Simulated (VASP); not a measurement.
# SbMo (P6_3/mmc) in VASP: a series of runs, part 2 of 2

VASP 6.6.1. The steps go on from the part before.

## Step 4: Single point, PBE (volume scaled by 0.980)

Input file INCAR:

```
ALGO     = Normal         # electronic algorithm
EDIFF    = 1E-7           # SCF threshold, eV
ENCUT    = 520            # plane-wave cutoff, eV
GGA      = PE             # functional
ISIF     = 2              # what is computed and relaxed
ISMEAR   = 0              # smearing method
LASPH    = T              # aspherical terms in the spheres
LCHARG   = F              # write CHGCAR
LREAL    = F              # projectors in reciprocal space
LWAVE    = F              # write WAVECAR
NBANDS   = 27             # bands
NELM     = 60             # most SCF steps
PREC     = Accurate       # precision mode
SIGMA    = 0.05           # smearing width, eV
```

Input file KPOINTS:

```
k-points
0
Gamma
  10 10 6
```

Input file POSCAR:

```
SbMo
1.0
    4.3214798668      0.0000000000      0.0000000000
   -2.1607399334      3.7425113466      0.0000000000
    0.0000000000      0.0000000000      5.2357670873
Mo Sb
2 2
Direct
    0.0000000000      0.0000000000      0.0000000000
    0.0000000000      0.0000000000      0.5000000000
    0.3333333333      0.6666666667      0.2500000000
    0.6666666667      0.3333333333      0.7500000000
```

Potentials or basis: VASP PAW PBE potentials, release 64 (Mo_sv, Sb).

Run with:

```bash
$ cat potpaw_PBE.64/Mo_sv/POTCAR potpaw_PBE.64/Sb/POTCAR > POTCAR
$ mpirun -np 1 vasp_std > vasp.out
```

OUTCAR:

```text
EDIFF = 1E-7
   ENCUT = 520
   GGA = PE
   ISIF = 2
   ISMEAR = 0
   LASPH = T
   LREAL = F
   NELM = 60
   PREC = Accurate

 ion  position               nearest neighbor table
   1  0.000  0.000  0.000-   2 2.62   2 2.62   4 2.82   3 2.82   4 2.82   3 2.82   4 2.82   3 2.82

   2  0.000  0.000  0.500-   1 2.62   1 2.62   4 2.82   3 2.82   4 2.82   3 2.82   4 2.82   3 2.82

   3  0.333  0.667  0.250-   1 2.82   2 2.82   1 2.82   2 2.82   1 2.82   2 2.82   4 3.62   4 3.62
                             4 3.62   4 3.62   4 3.62   4 3.62
   4  0.667  0.333  0.750-   1 2.82   2 2.82   1 2.82   2 2.82   1 2.82   2 2.82   3 3.62   3 3.62
                             3 3.62   3 3.62   3 3.62   3 3.62

  LATTYP: Found a hexagonal cell.
 ALAT       =     4.3214798668
 C/A-ratio  =     1.2115680852

  Lattice vectors:

 A1 = (   4.3214798668,   0.0000000000,   0.0000000000)
 A2 = (  -2.1607399334,   3.7425113466,   0.0000000000)
 A3 = (   0.0000000000,   0.0000000000,   5.2357670873)

Analysis of symmetry for initial positions (statically):
=====================================================================
 Subroutine PRICEL returns:
 Original cell was already a primitive cell.

 Routine SETGRP: Setting up the symmetry group for a
 hexagonal supercell.

 Subroutine GETGRP returns: Found 24 space group operations
 (whereof 12 operations were pure point group operations)
 out of a pool of 24 trial point group operations.

The static configuration has the point symmetry D_3d.
 The point group associated with its full space group is D_6h.

Analysis of symmetry for dynamics (positions and initial velocities):
=====================================================================
 Subroutine PRICEL returns:
 Original cell was already a primitive cell.

 Routine SETGRP: Setting up the symmetry group for a
 hexagonal supercell.

 Subroutine GETGRP returns: Found 24 space group operations
 (whereof 12 operations were pure point group operations)
 out of a pool of 24 trial point group operations.

The dynamic configuration has the point symmetry D_3d.
 The point group associated with its full space group is D_6h.

 Subroutine INISYM returns: Found 24 space group operations
 (whereof 12 operations are pure point group operations),
 and found     1 'primitive' translations

----------------------------------------------------------------------------------------

                                     Primitive cell

  volume of cell :      84.6790

  direct lattice vectors                    reciprocal lattice vectors
     4.321479867  0.000000000  0.000000000     0.231402212  0.133600129  0.000000000
    -2.160739933  3.742511347  0.000000000     0.000000000  0.267200259  0.000000000
     0.000000000  0.000000000  5.235767087     0.000000000  0.000000000  0.190993981

  length of vectors
     4.321479867  4.321479867  5.235767087     0.267200259  0.267200259  0.190993981

  position of ions in fractional coordinates (direct lattice)
     0.000000000  0.000000000  0.000000000
     0.000000000  0.000000000  0.500000000
     0.333333333  0.666666667  0.250000000
     0.666666667  0.333333333  0.750000000

  ion indices of the primitive-cell ions
   primitive index   ion index
                 1           1
                 2           2
                 3           3
                 4           4

----------------------------------------------------------------------------------------

 KPOINTS: k-points

Automatic generation of k-mesh.
 Grid dimensions read from file:
 generate k-points for:   10   10    6

 Generating k-lattice:

  Cartesian coordinates                     Fractional coordinates (reciprocal lattice)
     0.023140221  0.013360013  0.000000000     0.100000000  0.000000000  0.000000000
     0.000000000  0.026720026  0.000000000     0.000000000  0.100000000  0.000000000
     0.000000000  0.000000000  0.031832330     0.000000000  0.000000000  0.166666667

  Length of vectors
     0.026720026  0.026720026  0.031832330

  Shift w.r.t. Gamma in fractional coordinates (k-lattice)
     0.000000000  0.000000000  0.000000000

 Subroutine IBZKPT returns following result:
 ===========================================

 Found     56 irreducible k-points:

 Following reciprocal coordinates:
            Coordinates               Weight
  0.000000  0.000000  0.000000      1.000000
  0.100000  0.000000  0.000000      6.000000
  0.200000  0.000000  0.000000      6.000000
  0.300000 -0.000000  0.000000      6.000000
  0.400000 -0.000000  0.000000      6.000000
  0.500000 -0.000000  0.000000      3.000000
[... 16 lines left out ...]
  0.300000  0.100000  0.166667     24.000000
  0.400000  0.100000  0.166667     24.000000
 [... further k-points ...]
   k-points           NKPTS =     56   k-points in BZ     NKDIM =     56   number of bands    NBANDS=     27
   number of dos      NEDOS =    301   number of ions     NIONS =      4
   total plane-waves  NPLWV =  40960
   dimension x,y,z NGX =    32 NGY =   32 NGZ =   40
   dimension x,y,z NGXF=    64 NGYF=   64 NGZF=   80
   ions per type =               2   2
   NGX,Y,Z   is equivalent  to a cutoff of  12.31, 12.31, 12.70 a.u.
   NGXF,Y,Z  is equivalent  to a cutoff of  24.62, 24.62, 25.40 a.u.
 SYSTEM =  unknown system
   PREC   = accura    normal or accurate (medium, high low for compatibility)
   ISTART =      0    job   : 0-new  1-cont  2-samecut
   ICHARG =      2    charge: 1-file 2-atom 10-const
   ISPIN  =      1    spin polarized calculation?
   LNONCOLLINEAR =      F non collinear calculations
   LSORBIT =      F    spin-orbit coupling
   LASPH  =      T    aspherical Exc in radial PAW
   ENCUT  =  520.0 eV  38.22 Ry    6.18 a.u.   8.04  8.04  9.74*2*pi/ulx,y,z
   NELM   =     60;   NELMIN=  2; NELMDL= -5     # of ELM steps
   EDIFF  = 0.1E-06   stopping-criterion for ELM
   LREAL  =      F    real-space projection
   EDIFFG = 0.1E-05   stopping-criterion for IOM
   NSW    =      0    number of steps for IOM
   IBRION =     -1    ionic relax: 0-MD 1-quasi-New 2-CG
   NFREE  =      0    steps in history (QN), initial steepest desc. (CG)
   ISIF   =      2    stress and relaxation
   ISYM   =      2    0-nonsym 1-usesym 2-fastsym
   POTIM  = 0.5000    time-step for ionic-motion
   TEBEG  =    0.0;   TEEND  =   0.0 temperature during run
   PSTRESS=    0.0 pullay stress
   NELECT =      38.0000    total number of electrons
   NUPDOWN=      -1.0000    fix difference up-down
   EMIN   =  10.00;   EMAX   =-10.00  energy-range for DOS
   EFERMI =   0.00;   METHOD = LEGACY
   ISMEAR =     0;   SIGMA  =   0.05  broadening in eV -4-tet -1-fermi 0-gaus
   EFERMI_NEDOS =   21; number of points for ismear=-14 and -15
   IALGO  =     38    algorithm
   IMIX   =      4    mixing-type and parameters
     AMIX     =   0.40;   BMIX     =  1.00
     AMIX_MAG =   1.60;   BMIX_MAG =  1.00
  volume/ion in A,a.u.               =      21.17       142.86
  Fermi-wavevector in a.u.,A,eV,Ry     =   1.253364  2.368515 21.373699  1.570923
  Thomas-Fermi vector in A             =   2.387221
   LORBIT       =      0    0 simple, 1 ext, 2 COOP (PROOUT), +10 PAW based schemes
   GGA     = PE    functional components
   LHFCALC =     F    Hartree Fock is set to
   AEXX    =    0.0000 exact exchange contribution
   IVDW    =     0    specifies the selected vdW correction
   LEPSILON=     F    determine dielectric tensor
   LRPA    =     F    only Hartree local field effects (RPA)
 non-spin polarized calculation
 Gauss-broadening in eV      SIGMA  =   0.05
  energy-cutoff  :      520.00
  volume of cell :       84.68
 maximum number of plane-waves:      2298
   NGX = 17   NGY = 17   NGZ = 19

 number of electron      37.9999997 magnetization

 Free energy of the ion-electron system (eV)
  ---------------------------------------------------
  ext. energy  EPLUGINS =         0.00000000
  ---------------------------------------------------
  free energy    TOTEN  =       -28.92876801 eV

  energy without entropy =      -28.92588313  energy(sigma->0) =      -28.92732557

 E-fermi :   9.5339     XC(G=0): -11.3189

 val. band max:        9.5306673773   @ k =   0.3000   0.1000   0.0000
 cond. band min:       9.5772388546   @ k =   0.5000  -0.0000   0.5000
 fundamental gap:      0.0465714773
 Fermi energy:         9.5339374509

 k-point     1 :       0.0000    0.0000    0.0000
  band No.  band energies     occupation
      1     -51.1071      2.00000
      2     -50.9268      2.00000
      3     -25.8633      2.00000
      4     -25.2253      2.00000
      5     -25.2253      2.00000
      6     -25.0569      2.00000
[... 709 lines left out ...]
     26      14.5653      0.00000
     27      15.9355      0.00000

 [... further k-points ...]
[... 5 lines left out ...]
  --------------------------------------------------------------------------------------
  -------------------------------------------------------------------------------------
  Total        1.4537653      1.4537653      1.5059748      0.0000000      0.0000000      0.0000000
  in kB       27.5060961     27.5060961     28.4939296      0.0000000      0.0000000      0.0000000
  external PRESSURE =      27.8353739 kB  Pullay stress =       0.0000000 kB

 VOLUME and BASIS-vectors are now :
 -----------------------------------------------------------------------------
  energy-cutoff  :      520.00
  volume of cell :       84.68
      direct lattice vectors                 reciprocal lattice vectors
     4.321479867  0.000000000  0.000000000     0.231402212  0.133600129  0.000000000
    -2.160739933  3.742511347  0.000000000     0.000000000  0.267200259  0.000000000
     0.000000000  0.000000000  5.235767087     0.000000000  0.000000000  0.190993981

 POSITION                                       TOTAL-FORCE (eV/Angst)
 -----------------------------------------------------------------------------------
      0.00000      0.00000      0.00000         0.000000      0.000000     -0.000000
      0.00000      0.00000      2.61788         0.000000      0.000000     -0.000000
     -0.00000      2.49501      1.30894        -0.000000     -0.000000      0.000000
      2.16074      1.24750      3.92683         0.000000      0.000000     -0.000000
 -----------------------------------------------------------------------------------
    total drift:                                0.000000     -0.000000      0.000000

  FREE ENERGIE OF THE ION-ELECTRON SYSTEM (eV)
  ---------------------------------------------------
  free  energy   TOTEN  =       -28.9287680101 eV

  energy  without entropy=      -28.9258831322  energy(sigma->0) =      -28.92732557
```

Run time: 2.8 min. Hardware: 1 thread of AMD EPYC 7R43 (Zen 3), shared host; peak memory 0.24 GiB.

Results:

| Item | Value |
| --- | --- |
| Free energy | -28.9288 eV |
| Pressure | 2.8 GPa |
| Band gap on the k mesh | zero (band 19 reaches 10.35 eV, above the bottom of band 20 at 8.85 eV) |

Levels at points of the mesh, in eV from the Fermi level:
| k point | band 17 | band 18 | band 19 | band 20 | band 21 | band 22 |
| --- | --- | --- | --- | --- | --- | --- |
| (0.00, 0.00, 0.00) | -0.31 | -0.31 | 0.72 | 0.72 | 2.37 | 2.37 |
| (0.50, 0.00, 0.00) | -1.58 | -1.05 | -0.67 | 0.47 | 1.02 | 2.08 |
| (0.00, 0.00, 0.50) | -0.69 | -0.69 | -0.69 | -0.69 | 0.72 | 0.72 |
| (0.50, 0.00, 0.50) | -0.24 | -0.24 | -0.02 | -0.02 | 0.04 | 0.04 |

Caveat: the cell differs from its parent crystal (volume scaled by 0.980); spin-orbit coupling is left out, which moves the levels of the heavy elements.

## Step 5: Single point, PBEsol

This run uses another cell than the first one, of 21.60 Å³/atom, 1.058 times its volume.

Input file INCAR:

```
SYSTEM = SbMo
ALGO = Normal
EDIFF = 1E-6
ENCUT = 520
GGA = PS
ISIF = 2
ISMEAR = 0
LASPH = .True.
LCHARG = .False.
LREAL = .False.
LWAVE = .False.
NBANDS = 27
NELM = 100
PREC = Accurate
SIGMA = 0.05
```

Input file KPOINTS:

```
k-points
0
Gamma
  10 10 6
  0 0 0
```

Input file POSCAR:

```
SbMo
1.0
    4.3582954797      0.0000000000      0.0000000000
   -2.1791477398      3.7743946027      0.0000000000
    0.0000000000      0.0000000000      5.2527398165
Mo Sb
2 2
Direct
    0.0000000000      0.0000000000      0.0000000000
    0.0000000000      0.0000000000      0.5000000000
    0.3333333333      0.6666666667      0.2500000000
    0.6666666667      0.3333333333      0.7500000000
```

Run with:

```bash
$ cat potpaw_PBE.64/Mo_sv/POTCAR potpaw_PBE.64/Sb/POTCAR > POTCAR
$ mpirun -np 1 vasp_std > vasp.out
```

Wall time 2.8 min (1 thread of AMD EPYC 7R43 (Zen 3), shared host); peak memory 0.23 GiB.

Results (log left out):

```yaml
Free_energy: -31.4906 eV
Pressure: -4.6 GPa
Band_gap_on_the_k_mesh: zero (band 19 reaches 9.91 eV, above the bottom of band 20 at 8.45 eV)
```

Stress tensor (GPa, compression positive):
```
-4.44  0.00  0.00
 0.00 -4.44  0.00
 0.00  0.00 -4.97
```

Levels at points of the mesh, in eV from the Fermi level:
```
           k point  band 16  band 17  band 18  band 19  band 20  band 21  band 22  band 23
(0.00, 0.00, 0.00)    -2.02    -0.28    -0.28     0.66     0.66     2.35     2.35     2.81
(0.50, 0.00, 0.00)    -1.99    -1.56    -1.06    -0.66     0.47     1.00     1.93     2.14
(0.00, 0.00, 0.50)    -1.74    -0.66    -0.66    -0.66    -0.66     0.64     0.64     4.34
(0.50, 0.00, 0.50)    -1.50    -0.22    -0.22    -0.01    -0.01     0.05     0.05     2.42
```

Caveat: the PAW data sets were made with another functional, which shifts forces and pressure a little; spin-orbit coupling is left out, which moves the levels of the heavy elements.

## Step 6: Summary

| level | cell | gap on the mesh (eV) | pressure (GPa) |
| --- | --- | --- | --- |
| PBE | a = 4.256, b = 4.256, c = 5.205 Å, angles 90.0, 90.0, 120.0°, 4 atoms | none | 8.3 |
| PBE | a = 4.284, b = 4.284, c = 5.219 Å, angles 90.0, 90.0, 120.0°, 4 atoms | none | 5.8 |
| PBE | a = 4.321, b = 4.321, c = 5.236 Å, angles 90.0, 90.0, 120.0°, 4 atoms | none | 2.8 |
| PBEsol | a = 4.358, b = 4.358, c = 5.253 Å, angles 90.0, 90.0, 120.0°, 4 atoms | none | -4.6 |

Alike in all rows: task single point; potentials or basis VASP PAW PBE potentials, release 64 (Mo_sv, Sb); no spin polarisation; k mesh 10 × 10 × 6; cutoff (eV) 520; smearing gaussian 0.05 eV.

Caveats: spin-orbit coupling is left out, which moves the levels of the heavy elements; the PAW data sets were made with another functional, which shifts forces and pressure a little (some runs).

Total energies depend on the potentials used, so only differences within one code and one set of settings carry meaning.
